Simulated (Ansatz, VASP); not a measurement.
# ZnO: VASP beside Ansatz

```xyz
4
Lattice="3.2276 0.0000 0.0000 -1.6138 2.7952 0.0000 0.0000 0.0000 5.1689" Properties=species:S:1:pos:R:3 pbc="T T T"
Zn    0.0000    1.8634    0.0000
Zn    1.6138    0.9317    2.5844
O     0.0000    1.8634    1.9750
O     1.6138    0.9317    4.5595
```

Change from the starting cell: volume scaled by 0.98, PAW files.

Alike in both runs: task electric field gradients; functional LDA; k mesh 8 × 8 × 5; occupations fermi-dirac, width 0.01 eV; no spin polarisation.

|  | VASP | Ansatz |
| --- | --- | --- |
| version | VASP 6.6.1 | Ansatz 0.2.0 |
| potentials or method | VASP PAW LDA potentials, release 64 (Zn, O_h) | PAW with Ansatz's default frozen-core files, scalar-relativistic |
| plane-wave cutoff (eV) | 910 | 420 |
| valence electrons in the cell | 36 | 36 |

|  | VASP | Ansatz | Ansatz less VASP |
| --- | --- | --- | --- |
| gap on the k mesh at the Fermi level (eV) | 0.78 | 0.77 | -0.009 |
| rms of the force components (eV/Å) | 0.024 | 0.023 | -0.0009 |
| size of Vzz on the site where it differs most (V/Å²) | 8.0 | 7.6 | -0.43 |

LDA's correlation is that of Perdew and Zunger in VASP and of Perdew and Wang (1992) in Ansatz. Atom by atom the forces differ by 0.001 eV/Å (rms over components).

Noted on VASP's run: the cutoff is short for stress, so the pressure is rough.
